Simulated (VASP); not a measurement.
# BaMg2GeS4 (I-42m) in VASP: single point with PBE

Aim: the single point of BaMg2GeS4 with PBE.

Program: VASP 6.6.1. These are calculated values, not measurements. Logs are shortened: lines on timing, memory, paths and dates and some standing lists are left out, and cuts for length are marked.

## 1. The cell of the first run

It takes space group I-42m (No. 121, tetragonal). Conventional cell: a = 6.812 Å, b = 6.812 Å, c = 8.798 Å, α = 90.00°, β = 90.00°, γ = 90.00°. Within 3.4 Å of Ge (site symmetry -42m) lie 4 S at 2.61 Å. Within 3.3 Å of Mg (site symmetry -4) lie 4 S at 2.52 Å. Within 3.3 Å of S (site symmetry m) lie 2 Mg at 2.52 Å and 1 Ge at 2.61 Å and 1 Ba at 3.10 Å. Ba (site symmetry -42m) has 8 S at 3.10 to 3.57 Å and 8 Mg at 4.05 Å within 4.1 Å.

## 2. Single point, PBE

The input, INCAR:

```
SYSTEM = BaMg2GeS4
  PREC = Accurate
  ENCUT = 520
  EDIFF = 1E-7
  ISMEAR = -1
  SIGMA = 0.1
  LREAL = .False.
  LASPH = .True.
  NELM = 60
  ALGO = Normal
  ISIF = 2
  LWAVE = .False.
  LCHARG = .True.
  GGA = PE
  LELF = .True.
  LVHAR = .True.
  NBANDS = 36
```

The input, KPOINTS:

```
Automatic mesh
0
Gamma
  6 6 6
  0 0 0
```

The input, POSCAR:

```
BaMg2GeS4
1.0
   -3.4059494511      3.4059494511      4.3990882558
    3.4059494511     -3.4059494511      4.3990882558
    3.4059494511      3.4059494511     -4.3990882558
Ge Mg S Ba
1 2 4 1
Direct
    0.5000000000      0.5000000000      0.0000000000
    0.7500000000      0.2500000000      0.5000000000
    0.2500000000      0.7500000000      0.5000000000
    0.5461920586      0.5461920586      0.4394457688
    0.4538079414      0.8932537102      0.0000000000
    0.1067462898      0.1067462898      0.5605542312
    0.8932537102      0.4538079414      0.0000000000
    0.0000000000      0.0000000000      0.0000000000
```

Potentials or basis: VASP PAW PBE potentials, release 64 (Ge_d, Mg, S, Ba_sv).

Started as:

```console
$ cat potpaw_PBE.64/Ge_d/POTCAR potpaw_PBE.64/Mg/POTCAR potpaw_PBE.64/S/POTCAR potpaw_PBE.64/Ba_sv/POTCAR > POTCAR
$ mpirun -np 1 vasp_std > vasp.out
```

OUTCAR:

```text
SYSTEM = BaMg2GeS4
   PREC = Accurate
   ENCUT = 520
   EDIFF = 1E-7
   ISMEAR = -1
   LREAL = .False.
   LASPH = .True.
   NELM = 60
   ISIF = 2
   GGA = PE

 ion  position               nearest neighbor table
   1  0.500  0.500  0.000-   4 2.61   5 2.61   6 2.61   7 2.61
   2  0.750  0.250  0.500-   6 2.52   4 2.52   7 2.52   5 2.52   8 4.05   8 4.05   8 4.05   8 4.05

   3  0.250  0.750  0.500-   6 2.52   5 2.52   4 2.52   7 2.52   8 4.05   8 4.05   8 4.05   8 4.05

   4  0.546  0.546  0.439-   2 2.52   3 2.52   1 2.61   8 3.10   8 3.57
   5  0.454  0.893  0.000-   2 2.52   3 2.52   1 2.61   8 3.10   8 3.57
   6  0.107  0.107  0.561-   2 2.52   3 2.52   1 2.61   8 3.10   8 3.57
   7  0.893  0.454  0.000-   3 2.52   2 2.52   1 2.61   8 3.10   8 3.57
   8  0.000  0.000  0.000-   6 3.10   5 3.10   7 3.10   4 3.10   4 3.57   6 3.57   7 3.57   5 3.57
                             2 4.05   2 4.05   3 4.05   3 4.05   3 4.05   2 4.05   2 4.05   3 4.05

  LATTYP: Found a body centered tetragonal cell.
 ALAT       =     6.8118989022
 C/A-ratio  =     1.2915894140

  Lattice vectors:

 A1 = (  -3.4059494511,   3.4059494511,   4.3990882558)
 A2 = (   3.4059494511,  -3.4059494511,   4.3990882558)
 A3 = (   3.4059494511,   3.4059494511,  -4.3990882558)

Analysis of symmetry for initial positions (statically):
=====================================================================
 Subroutine PRICEL returns:
 Original cell was already a primitive cell.

 Routine SETGRP: Setting up the symmetry group for a
 body centered tetragonal supercell.

 Subroutine GETGRP returns: Found  8 space group operations
 (whereof  8 operations were pure point group operations)
 out of a pool of 16 trial point group operations.

The static configuration has the point symmetry D_2d.

Analysis of symmetry for dynamics (positions and initial velocities):
=====================================================================
 Subroutine PRICEL returns:
 Original cell was already a primitive cell.

 Routine SETGRP: Setting up the symmetry group for a
 body centered tetragonal supercell.

 Subroutine GETGRP returns: Found  8 space group operations
 (whereof  8 operations were pure point group operations)
 out of a pool of 16 trial point group operations.

The dynamic configuration has the point symmetry D_2d.

 Subroutine INISYM returns: Found  8 space group operations
 (whereof  8 operations are pure point group operations),
 and found     1 'primitive' translations

----------------------------------------------------------------------------------------

                                     Primitive cell

  volume of cell :     204.1263

  direct lattice vectors                    reciprocal lattice vectors
    -3.405949451  3.405949451  4.399088256     0.000000000  0.146801944  0.113659916
     3.405949451 -3.405949451  4.399088256     0.146801944  0.000000000  0.113659916
     3.405949451  3.405949451 -4.399088256     0.146801944  0.146801944  0.000000000

  length of vectors
     6.523263049  6.523263049  6.523263049     0.185659331  0.185659331  0.207609300

  position of ions in fractional coordinates (direct lattice)
     0.500000000  0.500000000  0.000000000
     0.750000000  0.250000000  0.500000000
     0.250000000  0.750000000  0.500000000
     0.546192059  0.546192059  0.439445769
     0.453807941  0.893253710  0.000000000
     0.106746290  0.106746290  0.560554231
     0.893253710  0.453807941  0.000000000
     0.000000000  0.000000000  0.000000000

  ion indices of the primitive-cell ions
   primitive index   ion index
                 1           1
                 2           2
                 3           3
                 4           4
                 5           5
                 6           6
                 7           7
                 8           8

----------------------------------------------------------------------------------------

 KPOINTS: Automatic mesh

Automatic generation of k-mesh.
 Grid dimensions read from file:
 generate k-points for:    6    6    6

 Generating k-lattice:

  Cartesian coordinates                     Fractional coordinates (reciprocal lattice)
     0.000000000  0.024466991  0.018943319     0.166666667  0.000000000  0.000000000
     0.024466991  0.000000000  0.018943319     0.000000000  0.166666667  0.000000000
     0.024466991  0.024466991  0.000000000     0.000000000  0.000000000  0.166666667

  Length of vectors
     0.030943222  0.030943222  0.034601550

  Shift w.r.t. Gamma in fractional coordinates (k-lattice)
     0.000000000  0.000000000  0.000000000

 Subroutine IBZKPT returns following result:
 ===========================================

 Found     30 irreducible k-points:

 Following reciprocal coordinates:
            Coordinates               Weight
  0.000000  0.000000  0.000000      1.000000
  0.166667 -0.000000  0.000000      8.000000
  0.333333  0.000000  0.000000      8.000000
  0.500000 -0.000000  0.000000      4.000000
  0.166667  0.166667  0.000000      8.000000
  0.333333  0.166667  0.000000     16.000000
[... 16 lines left out ...]
 -0.333333 -0.333333  0.166667      8.000000
 -0.166667 -0.333333  0.166667      8.000000
 [... further k-points ...]
   k-points           NKPTS =     30   k-points in BZ     NKDIM =     30   number of bands    NBANDS=     36
   number of dos      NEDOS =    301   number of ions     NIONS =      8
   total plane-waves  NPLWV = 125000
   dimension x,y,z NGX =    50 NGY =   50 NGZ =   50
   dimension x,y,z NGXF=   100 NGYF=  100 NGZF=  100
   ions per type =               1   2   4   1
   NGX,Y,Z   is equivalent  to a cutoff of  12.74, 12.74, 12.74 a.u.
   NGXF,Y,Z  is equivalent  to a cutoff of  25.49, 25.49, 25.49 a.u.
 SYSTEM =  BaMg2GeS4
   PREC   = accura    normal or accurate (medium, high low for compatibility)
   ISTART =      0    job   : 0-new  1-cont  2-samecut
   ICHARG =      2    charge: 1-file 2-atom 10-const
   ISPIN  =      1    spin polarized calculation?
   LNONCOLLINEAR =      F non collinear calculations
   LSORBIT =      F    spin-orbit coupling
   LASPH  =      T    aspherical Exc in radial PAW
   ENCUT  =  520.0 eV  38.22 Ry    6.18 a.u.  12.13 12.13 12.13*2*pi/ulx,y,z
   NELM   =     60;   NELMIN=  2; NELMDL= -5     # of ELM steps
   EDIFF  = 0.1E-06   stopping-criterion for ELM
   LREAL  =      F    real-space projection
   EDIFFG = 0.1E-05   stopping-criterion for IOM
   NSW    =      0    number of steps for IOM
   IBRION =     -1    ionic relax: 0-MD 1-quasi-New 2-CG
   NFREE  =      0    steps in history (QN), initial steepest desc. (CG)
   ISIF   =      2    stress and relaxation
   ISYM   =      2    0-nonsym 1-usesym 2-fastsym
   POTIM  = 0.5000    time-step for ionic-motion
   TEBEG  =    0.0;   TEEND  =   0.0 temperature during run
   PSTRESS=    0.0 pullay stress
   NELECT =      52.0000    total number of electrons
   NUPDOWN=      -1.0000    fix difference up-down
   EMIN   =  10.00;   EMAX   =-10.00  energy-range for DOS
   EFERMI =   0.00;   METHOD = LEGACY
   ISMEAR =    -1;   SIGMA  =   0.10  broadening in eV -4-tet -1-fermi 0-gaus
   EFERMI_NEDOS =   21; number of points for ismear=-14 and -15
   IALGO  =     38    algorithm
   IMIX   =      4    mixing-type and parameters
     AMIX     =   0.40;   BMIX     =  1.00
     AMIX_MAG =   1.60;   BMIX_MAG =  1.00
  volume/ion in A,a.u.               =      25.52       172.19
  Fermi-wavevector in a.u.,A,eV,Ry     =   1.037790  1.961139 14.653592  1.077009
  Thomas-Fermi vector in A             =   2.172244
   LORBIT       =      0    0 simple, 1 ext, 2 COOP (PROOUT), +10 PAW based schemes
   GGA     = PE    functional components
   LHFCALC =     F    Hartree Fock is set to
   AEXX    =    0.0000 exact exchange contribution
   IVDW    =     0    specifies the selected vdW correction
   LEPSILON=     F    determine dielectric tensor
   LRPA    =     F    only Hartree local field effects (RPA)
 non-spin polarized calculation
  energy-cutoff  :      520.00
  volume of cell :      204.13
 maximum number of plane-waves:      5537
 NGX is ok and might be reduce to    50
   NGX = 25   NGY = 25   NGZ = 25

 number of electron      52.0000005 magnetization

 Free energy of the ion-electron system (eV)
  ---------------------------------------------------
  ext. energy  EPLUGINS =         0.00000000
  ---------------------------------------------------
  free energy    TOTEN  =       -34.70138656 eV

  energy without entropy =      -34.69994170  energy(sigma->0) =      -34.70066413

 E-fermi :   3.9104     XC(G=0):  -8.7105

 val. band max:        3.3125175640   @ k =  -0.1667   0.1667   0.0000
 cond. band min:       4.3589229616   @ k =   0.0000   0.0000   0.0000
 fundamental gap:      1.0464053977
 Fermi energy:         3.9104146533

 k-point     1 :       0.0000    0.0000    0.0000
  band No.  band energies     occupation
      1     -24.1929      2.00000
      2     -21.2900      2.00000
      3     -21.2868      2.00000
      4     -21.2868      2.00000
      5     -21.2852      2.00000
      6     -21.2786      2.00000
[... 28 lines left out ...]
     35       7.5807      0.00000
     36       8.2483      0.00000

 k-point     2 :       0.1667   -0.0000    0.0000
  band No.  band energies     occupation
      1     -24.1927      2.00000
      2     -21.2900      2.00000
      3     -21.2868      2.00000
      4     -21.2868      2.00000
      5     -21.2852      2.00000
      6     -21.2786      2.00000
[... 28 lines left out ...]
     35       8.0206      0.00000
     36       8.1702      0.00000

 k-point     3 :       0.3333    0.0000    0.0000
  band No.  band energies     occupation
      1     -24.1924      2.00000
      2     -21.2900      2.00000
      3     -21.2867      2.00000
      4     -21.2867      2.00000
      5     -21.2852      2.00000
      6     -21.2786      2.00000
[... 28 lines left out ...]
     35       7.8379      0.00000
     36       8.1563      0.00000

 k-point     4 :       0.5000   -0.0000    0.0000
  band No.  band energies     occupation
      1     -24.1923      2.00000
      2     -21.2900      2.00000
      3     -21.2867      2.00000
      4     -21.2867      2.00000
      5     -21.2852      2.00000
      6     -21.2786      2.00000
[... 28 lines left out ...]
     35       7.6230      0.00000
     36       7.9949      0.00000

 k-point     5 :       0.1667    0.1667    0.0000
  band No.  band energies     occupation
      1     -24.1925      2.00000
      2     -21.2900      2.00000
      3     -21.2867      2.00000
      4     -21.2867      2.00000
      5     -21.2852      2.00000
      6     -21.2786      2.00000
[... 655 lines left out ...]
 k-point    22 :      -0.1667    0.5000    0.1667
  band No.  band energies     occupation
      1     -24.1922      2.00000
      2     -21.2900      2.00000
      3     -21.2867      2.00000
      4     -21.2867      2.00000
      5     -21.2852      2.00000
      6     -21.2786      2.00000
[... 28 lines left out ...]
     35       7.9265      0.00000
     36       8.2498      0.00000

 k-point    23 :      -0.3333   -0.3333    0.1667
  band No.  band energies     occupation
      1     -24.1921      2.00000
      2     -21.2900      2.00000
      3     -21.2867      2.00000
      4     -21.2867      2.00000
      5     -21.2852      2.00000
      6     -21.2786      2.00000
[... 28 lines left out ...]
     35       7.9800      0.00000
     36       8.1166      0.00000

 k-point    24 :      -0.1667   -0.3333    0.1667
  band No.  band energies     occupation
      1     -24.1923      2.00000
      2     -21.2900      2.00000
      3     -21.2867      2.00000
      4     -21.2867      2.00000
      5     -21.2852      2.00000
      6     -21.2786      2.00000
[... 28 lines left out ...]
     35       7.8608      0.00000
     36       8.3750      0.00000

 [... further k-points ...]

------------------------ aborting loop because EDIFF is reached ----------------------------------------

  FORCE on cell =-STRESS in cart. coord.  units (eV):
  Direction    XX          YY          ZZ          XY          YZ          ZX
  --------------------------------------------------------------------------------------
  -------------------------------------------------------------------------------------
  Total        0.1819203      0.1819203      0.2504203      0.0000000      0.0000000      0.0000000
  in kB        1.4278832      1.4278832      1.9655363      0.0000000      0.0000000      0.0000000
  external PRESSURE =       1.6071009 kB  Pullay stress =       0.0000000 kB

 VOLUME and BASIS-vectors are now :
 -----------------------------------------------------------------------------
  energy-cutoff  :      520.00
  volume of cell :      204.13
      direct lattice vectors                 reciprocal lattice vectors
    -3.405949451  3.405949451  4.399088256     0.000000000  0.146801944  0.113659916
     3.405949451 -3.405949451  4.399088256     0.146801944  0.000000000  0.113659916
     3.405949451  3.405949451 -4.399088256     0.146801944  0.146801944  0.000000000

 POSITION                                       TOTAL-FORCE (eV/Angst)
 -----------------------------------------------------------------------------------
      0.00000      0.00000      4.39909         0.000000     -0.000000     -0.000000
     -0.00000      3.40595      2.19954         0.000000     -0.000000     -0.000000
      3.40595     -0.00000      2.19954         0.000000     -0.000000     -0.000000
      1.49673      1.49673      2.87233        -0.030500     -0.030500     -0.022588
      1.49673     -1.49673      5.92584        -0.030500      0.030500      0.022588
      1.90922      1.90922     -1.52675         0.030500      0.030500     -0.022588
     -1.49673      1.49673      5.92584         0.030500     -0.030500      0.022588
      0.00000      0.00000      0.00000         0.000000     -0.000000     -0.000000
 -----------------------------------------------------------------------------------
    total drift:                               -0.000002     -0.000002     -0.000002

  FREE ENERGIE OF THE ION-ELECTRON SYSTEM (eV)
  ---------------------------------------------------
  free  energy   TOTEN  =       -34.7013865575 eV

  energy  without entropy=      -34.6999417006  energy(sigma->0) =      -34.70066413
```

Run time: 4 min. Hardware: 1 thread of AMD EPYC 7R13 (Zen 3), shared host; peak memory 0.47 GiB.

What came out:

- Free energy: -34.7014 eV
- Pressure: 0.2 GPa
- Largest force: 0.049 eV/Å
- Band gap on the k mesh: 1.05 eV (least direct gap 1.13 eV)

Forces on the atoms (eV/Å):
```
Ge   0.000  0.000  0.000
Mg   0.000  0.000  0.000
Mg   0.000  0.000  0.000
S   -0.030 -0.030 -0.023
S   -0.030  0.030  0.023
S    0.030  0.030 -0.023
S    0.030 -0.030  0.023
Ba   0.000  0.000  0.000
```

Caveat: spin-orbit coupling is left out, which moves the levels of the heavy elements. A k mesh can miss the band edges.
